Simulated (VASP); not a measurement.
CdS:

```
Cd S
1.0
     0.00000    3.05384    3.05384
     3.05384    0.00000    3.05384
     3.05384    3.05384    0.00000
Cd S
1 1
Direct
  0.00000 0.00000 0.00000
  0.25000 0.25000 0.25000
```

This cell differs from its parent crystal: strain +3.9%.

Base run:

| Item | Value |
| --- | --- |
| Program | VASP 6.6.1 |
| Functional | PBE |
| Potentials or basis | VASP PAW PBE potentials, release 64 (Cd, S) |
| Cutoff | 520 eV |
| k mesh | 8 × 8 × 8 |
| Occupations | fermi-dirac, width 0.02 eV |
| Spin | no spin polarisation |

Its results: band gap on the k mesh 0.84 eV; pressure -3.7 GPa.

Q: The run is repeated on the same cell with these changes: functional from PBE to r2SCAN; occupations from fermi-dirac, width 0.02 eV to gaussian, width 0.01 eV. What comes out?

A: Band gap on the k mesh 1.26 eV; pressure -5.2 GPa.

Caveats: the cell stands under tension; the PAW data sets were made with another functional, which shifts forces and pressure a little (at least some runs).

